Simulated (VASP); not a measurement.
# Nb (Pm-3n) in VASP: single point with PBE

Aim: the single point of Nb with PBE.

All numbers are computed with VASP 6.6.1; they aren't measurements. Logs are shortened: lines on timing, memory, paths and dates and some standing lists are left out, and cuts for length are marked.

## Step 1: The cell of the first run

Symmetry: Pm-3n, No. 223, cubic system. Conventional cell: a = 5.300 Å, b = 5.300 Å, c = 5.300 Å, α = 90.00°, β = 90.00°, γ = 90.00°. Nb (site symmetry m-3) has 12 Nb at 2.96 Å within 3.9 Å. Within 3.5 Å of Nb (site symmetry -4m2) lie 14 Nb at 2.65 to 3.25 Å.

## Step 2: Single point, PBE

INCAR

```
PREC = Accurate
ENCUT = 520
EDIFF = 1E-6
ISMEAR = -1
SIGMA = 0.1
LREAL = False
LASPH = True
NELM = 80
ALGO = Normal
ISIF = 2
LWAVE = False
LCHARG = False
GGA = PE
NBANDS = 62
```

KPOINTS

```
Automatic mesh
0
Gamma
  7 7 7
```

POSCAR

```
Nb
1.0
    5.2996755185      0.0000000000      0.0000000000
    0.0000000000      5.2996755185      0.0000000000
    0.0000000000      0.0000000000      5.2996755185
Nb
8
Direct
    0.0000000000      1.0000000000      0.0000000000
    0.5000000000      0.5000000000      0.5000000000
    0.2500000000      1.0000000000      0.5000000000
    0.7500000000      0.0000000000      0.5000000000
    0.5000000000      0.2500000000      0.0000000000
    0.5000000000      0.7500000000      0.0000000000
    1.0000000000      0.5000000000      0.2500000000
    1.0000000000      0.5000000000      0.7500000000
```

Potentials or basis: VASP PAW PBE potentials, release 64 (Nb_sv).

Command:

```bash
$ cat potpaw_PBE.64/Nb_sv/POTCAR > POTCAR
$ mpirun -np 1 vasp_std > vasp.out
```

OUTCAR:

```text
PREC = Accurate
   ENCUT = 520
   EDIFF = 1E-6
   ISMEAR = -1
   LREAL = False
   LASPH = True
   NELM = 80
   ISIF = 2
   GGA = PE

 ion  position               nearest neighbor table
   1  0.000  0.000  0.000-   3 2.96   4 2.96   5 2.96   6 2.96   7 2.96   8 2.96   3 2.96   4 2.96
                             7 2.96   8 2.96   5 2.96   6 2.96
   2  0.500  0.500  0.500-   3 2.96   4 2.96   5 2.96   6 2.96   7 2.96   8 2.96   5 2.96   6 2.96
                             3 2.96   4 2.96   7 2.96   8 2.96
   3  0.250  0.000  0.500-   4 2.65   4 2.65   1 2.96   1 2.96   2 2.96   2 2.96
   4  0.750  0.000  0.500-   3 2.65   3 2.65   1 2.96   1 2.96   2 2.96   2 2.96
   5  0.500  0.250  0.000-   6 2.65   6 2.65   1 2.96   2 2.96   2 2.96   1 2.96
   6  0.500  0.750  0.000-   5 2.65   5 2.65   1 2.96   2 2.96   2 2.96   1 2.96
   7  0.000  0.500  0.250-   8 2.65   8 2.65   1 2.96   2 2.96   1 2.96   2 2.96
   8  0.000  0.500  0.750-   7 2.65   7 2.65   1 2.96   2 2.96   1 2.96   2 2.96

  LATTYP: Found a simple cubic cell.
 ALAT       =     5.2996755185

  Lattice vectors:

 A1 = (   5.2996755185,   0.0000000000,   0.0000000000)
 A2 = (   0.0000000000,   5.2996755185,   0.0000000000)
 A3 = (   0.0000000000,   0.0000000000,   5.2996755185)

Analysis of symmetry for initial positions (statically):
=====================================================================
 Subroutine PRICEL returns:
 Original cell was already a primitive cell.

 Routine SETGRP: Setting up the symmetry group for a
 simple cubic supercell.

 Subroutine GETGRP returns: Found 48 space group operations
 (whereof 24 operations were pure point group operations)
 out of a pool of 48 trial point group operations.

The static configuration has the point symmetry T_h .
 The point group associated with its full space group is O_h .

Analysis of symmetry for dynamics (positions and initial velocities):
=====================================================================
 Subroutine PRICEL returns:
 Original cell was already a primitive cell.

 Routine SETGRP: Setting up the symmetry group for a
 simple cubic supercell.

 Subroutine GETGRP returns: Found 48 space group operations
 (whereof 24 operations were pure point group operations)
 out of a pool of 48 trial point group operations.

The dynamic configuration has the point symmetry T_h .
 The point group associated with its full space group is O_h .

 Subroutine INISYM returns: Found 48 space group operations
 (whereof 24 operations are pure point group operations),
 and found     1 'primitive' translations

----------------------------------------------------------------------------------------

                                     Primitive cell

  volume of cell :     148.8497

  direct lattice vectors                    reciprocal lattice vectors
     5.299675518  0.000000000  0.000000000     0.188690797  0.000000000  0.000000000
     0.000000000  5.299675518  0.000000000     0.000000000  0.188690797  0.000000000
     0.000000000  0.000000000  5.299675518     0.000000000  0.000000000  0.188690797

  length of vectors
     5.299675518  5.299675518  5.299675518     0.188690797  0.188690797  0.188690797

  position of ions in fractional coordinates (direct lattice)
     0.000000000  0.000000000  0.000000000
     0.500000000  0.500000000  0.500000000
     0.250000000  0.000000000  0.500000000
     0.750000000  0.000000000  0.500000000
     0.500000000  0.250000000  0.000000000
     0.500000000  0.750000000  0.000000000
     0.000000000  0.500000000  0.250000000
     0.000000000  0.500000000  0.750000000

  ion indices of the primitive-cell ions
   primitive index   ion index
                 1           1
                 2           2
                 3           3
                 4           4
                 5           5
                 6           6
                 7           7
                 8           8

----------------------------------------------------------------------------------------

 KPOINTS: Automatic mesh

Automatic generation of k-mesh.
 Grid dimensions read from file:
 generate k-points for:    7    7    7

 Generating k-lattice:

  Cartesian coordinates                     Fractional coordinates (reciprocal lattice)
     0.026955828  0.000000000  0.000000000     0.142857143  0.000000000  0.000000000
     0.000000000  0.026955828  0.000000000     0.000000000  0.142857143  0.000000000
     0.000000000  0.000000000  0.026955828     0.000000000  0.000000000  0.142857143

  Length of vectors
     0.026955828  0.026955828  0.026955828

  Shift w.r.t. Gamma in fractional coordinates (k-lattice)
     0.000000000  0.000000000  0.000000000

 Subroutine IBZKPT returns following result:
 ===========================================

 Found     20 irreducible k-points:

 Following reciprocal coordinates:
            Coordinates               Weight
  0.000000  0.000000  0.000000      1.000000
  0.142857  0.000000  0.000000      6.000000
  0.285714  0.000000  0.000000      6.000000
  0.428571  0.000000  0.000000      6.000000
  0.142857  0.142857  0.000000     12.000000
  0.285714  0.142857  0.000000     24.000000
[... 12 lines left out ...]
  0.428571  0.428571  0.285714     24.000000
  0.428571  0.428571  0.428571      8.000000
   k-points           NKPTS =     20   k-points in BZ     NKDIM =     20   number of bands    NBANDS=     62
   number of dos      NEDOS =    301   number of ions     NIONS =      8
   total plane-waves  NPLWV =  64000
   dimension x,y,z NGX =    40 NGY =   40 NGZ =   40
   dimension x,y,z NGXF=    80 NGYF=   80 NGZF=   80
   ions per type =               8
   NGX,Y,Z   is equivalent  to a cutoff of  12.55, 12.55, 12.55 a.u.
   NGXF,Y,Z  is equivalent  to a cutoff of  25.10, 25.10, 25.10 a.u.
 SYSTEM =  unknown system
   PREC   = accura    normal or accurate (medium, high low for compatibility)
   ISTART =      0    job   : 0-new  1-cont  2-samecut
   ICHARG =      2    charge: 1-file 2-atom 10-const
   ISPIN  =      1    spin polarized calculation?
   LNONCOLLINEAR =      F non collinear calculations
   LSORBIT =      F    spin-orbit coupling
   LASPH  =      T    aspherical Exc in radial PAW
   ENCUT  =  520.0 eV  38.22 Ry    6.18 a.u.   9.85  9.85  9.85*2*pi/ulx,y,z
   NELM   =     80;   NELMIN=  2; NELMDL= -5     # of ELM steps
   EDIFF  = 0.1E-05   stopping-criterion for ELM
   LREAL  =      F    real-space projection
   EDIFFG = 0.1E-04   stopping-criterion for IOM
   NSW    =      0    number of steps for IOM
   IBRION =     -1    ionic relax: 0-MD 1-quasi-New 2-CG
   NFREE  =      0    steps in history (QN), initial steepest desc. (CG)
   ISIF   =      2    stress and relaxation
   ISYM   =      2    0-nonsym 1-usesym 2-fastsym
   POTIM  = 0.5000    time-step for ionic-motion
   TEBEG  =    0.0;   TEEND  =   0.0 temperature during run
   PSTRESS=    0.0 pullay stress
   NELECT =     104.0000    total number of electrons
   NUPDOWN=      -1.0000    fix difference up-down
   EMIN   =  10.00;   EMAX   =-10.00  energy-range for DOS
   EFERMI =   0.00;   METHOD = LEGACY
   ISMEAR =    -1;   SIGMA  =   0.10  broadening in eV -4-tet -1-fermi 0-gaus
   EFERMI_NEDOS =   21; number of points for ismear=-14 and -15
   IALGO  =     38    algorithm
   IMIX   =      4    mixing-type and parameters
     AMIX     =   0.40;   BMIX     =  1.00
     AMIX_MAG =   1.60;   BMIX_MAG =  1.00
  volume/ion in A,a.u.               =      18.61       125.56
  Fermi-wavevector in a.u.,A,eV,Ry     =   1.452680  2.745167 28.712097  2.110280
  Thomas-Fermi vector in A             =   2.570034
   LORBIT       =      0    0 simple, 1 ext, 2 COOP (PROOUT), +10 PAW based schemes
   GGA     = PE    functional components
   LHFCALC =     F    Hartree Fock is set to
   AEXX    =    0.0000 exact exchange contribution
   IVDW    =     0    specifies the selected vdW correction
   LEPSILON=     F    determine dielectric tensor
   LRPA    =     F    only Hartree local field effects (RPA)
 non-spin polarized calculation
  energy-cutoff  :      520.00
  volume of cell :      148.85
 maximum number of plane-waves:      4024
 NGX is ok and might be reduce to    40
   NGX = 19   NGY = 19   NGZ = 19

 number of electron     104.0000015 magnetization

 Free energy of the ion-electron system (eV)
  ---------------------------------------------------
  ext. energy  EPLUGINS =         0.00000000
  ---------------------------------------------------
  free energy    TOTEN  =       -81.09824684 eV

  energy without entropy =      -80.72051567  energy(sigma->0) =      -80.90938125

 E-fermi :  10.8086     XC(G=0): -12.3274

 val. band max:       10.8081112429   @ k =   0.4286   0.2857   0.0000
 cond. band min:      10.8119227297   @ k =   0.2857   0.1429   0.1429
 fundamental gap:      0.0038114868
 Fermi energy:        10.8086281966

 k-point     1 :       0.0000    0.0000    0.0000
  band No.  band energies     occupation
      1     -43.7534      2.00000
      2     -43.6230      2.00000
      3     -43.6230      2.00000
      4     -43.5201      2.00000
      5     -43.4576      2.00000
      6     -43.4082      2.00000
[... 54 lines left out ...]
     61      13.3056      0.00000
     62      13.3288      0.00000

 k-point     2 :       0.1429    0.0000    0.0000
  band No.  band energies     occupation
      1     -43.7448      2.00000
      2     -43.6258      2.00000
      3     -43.6153      2.00000
      4     -43.5222      2.00000
      5     -43.4603      2.00000
      6     -43.4177      2.00000
[... 54 lines left out ...]
     61      13.2727      0.00000
     62      13.3887      0.00000

 k-point     3 :       0.2857    0.0000    0.0000
  band No.  band energies     occupation
      1     -43.7214      2.00000
      2     -43.6369      2.00000
      3     -43.5937      2.00000
      4     -43.5273      2.00000
      5     -43.4671      2.00000
      6     -43.4417      2.00000
[... 1094 lines left out ...]
     61      13.5257      0.00000
     62      13.6804      0.00000

 k-point    20 :       0.4286    0.4286    0.4286
  band No.  band energies     occupation
      1     -43.5707      2.00000
      2     -43.5526      2.00000
      3     -43.5526      2.00000
      4     -43.5297      2.00000
      5     -43.5116      2.00000
      6     -43.5040      2.00000
[... 54 lines left out ...]
     61      13.6363      0.00000
     62      13.6463      0.00000

------------------------ aborting loop because EDIFF is reached ----------------------------------------

  FORCE on cell =-STRESS in cart. coord.  units (eV):
  Direction    XX          YY          ZZ          XY          YZ          ZX
  --------------------------------------------------------------------------------------
  -------------------------------------------------------------------------------------
  Total       -0.3467231     -0.3467231     -0.3467231     -0.0000000      0.0000000      0.0000000
  in kB       -3.7320335     -3.7320335     -3.7320335     -0.0000000      0.0000000      0.0000000
  external PRESSURE =      -3.7320335 kB  Pullay stress =       0.0000000 kB

 VOLUME and BASIS-vectors are now :
 -----------------------------------------------------------------------------
  energy-cutoff  :      520.00
  volume of cell :      148.85
      direct lattice vectors                 reciprocal lattice vectors
     5.299675518  0.000000000  0.000000000     0.188690797  0.000000000  0.000000000
     0.000000000  5.299675518  0.000000000     0.000000000  0.188690797  0.000000000
     0.000000000  0.000000000  5.299675518     0.000000000  0.000000000  0.188690797

 POSITION                                       TOTAL-FORCE (eV/Angst)
 -----------------------------------------------------------------------------------
      0.00000      0.00000      0.00000         0.000000      0.000000      0.000000
      2.64984      2.64984      2.64984         0.000000      0.000000      0.000000
      1.32492      0.00000      2.64984         0.000000      0.000000      0.000000
      3.97476      0.00000      2.64984        -0.000000     -0.000000     -0.000000
      2.64984      1.32492      0.00000        -0.000000      0.000000     -0.000000
      2.64984      3.97476      0.00000         0.000000      0.000000      0.000000
      0.00000      2.64984      1.32492        -0.000000     -0.000000     -0.000000
      0.00000      2.64984      3.97476        -0.000000     -0.000000      0.000000
 -----------------------------------------------------------------------------------
    total drift:                                0.000000     -0.000000      0.000000

  FREE ENERGIE OF THE ION-ELECTRON SYSTEM (eV)
  ---------------------------------------------------
  free  energy   TOTEN  =       -81.0982468392 eV

  energy  without entropy=      -80.7205156656  energy(sigma->0) =      -80.90938125
```

It took 5.6 min on 1 thread of Intel Xeon 6975P-C, shared host; peak memory 0.29 GiB.

Results:

```yaml
Free_energy: -81.0982 eV
Pressure: -0.4 GPa
Band_gap_on_the_k_mesh: zero (band 52 reaches 10.93 eV, above the bottom of band 53 at 10.47 eV)
```
